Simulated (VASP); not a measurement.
A run of VASP 6.6.1 is set up as follows.

File POSCAR:

```
LiH
1.0
    1.9049640572      1.9049640572      0.0000000000
   -1.9049640572      1.9049640572      0.0000000000
    0.0000000000      1.9049640572      1.9049640572
Li H
1 1
Direct
    0.0000000000      0.0000000000      0.0000000000
    0.5000000000      0.5000000000      0.0000000000
```

File INCAR.step1:

```
SYSTEM = LiH
PREC = Accurate
ENCUT = 520
ISMEAR = 0
SIGMA = 0.01
LREAL = .False.
LASPH = .True.
NELM = 100
NBANDS = 9
GGA = PE
ALGO = Normal
EDIFF = 1E-4
LWAVE = .True.
LCHARG = .False.
```

Contents of INCAR.step2:

```
SYSTEM = LiH
PREC = Accurate
ENCUT = 520
EDIFF = 1E-6
ISMEAR = 0
SIGMA = 0.01
LREAL = .False.
LASPH = .True.
NELM = 100
ALGO = Normal
ISIF = 2
LWAVE = .False.
LCHARG = .False.
METAGGA = R2SCAN
LMIXTAU = .True.
NBANDS = 9
ISTART = 1
```

File KPOINTS:

```
regular mesh
0
Gamma
  10 10 10
  0 0 0
```

Potentials or basis: VASP PAW PBE potentials, release 64 (Li_sv, H).

Command:

```console
$ cat potpaw_PBE.64/Li_sv/POTCAR potpaw_PBE.64/H/POTCAR > POTCAR
$ cp INCAR.step1 INCAR
$ mpirun -np 1 vasp_std > vasp.out
$ cp INCAR.step2 INCAR
$ mpirun -np 1 vasp_std > vasp.out
```

Question: Estimate the band gap on the k mesh.

Answer: 3.48 eV, direct.

Caveat: the PAW data sets were made with another functional, which shifts forces and pressure a little. r2SCAN opens gaps a little over a GGA but as a rule still falls short of measured ones.
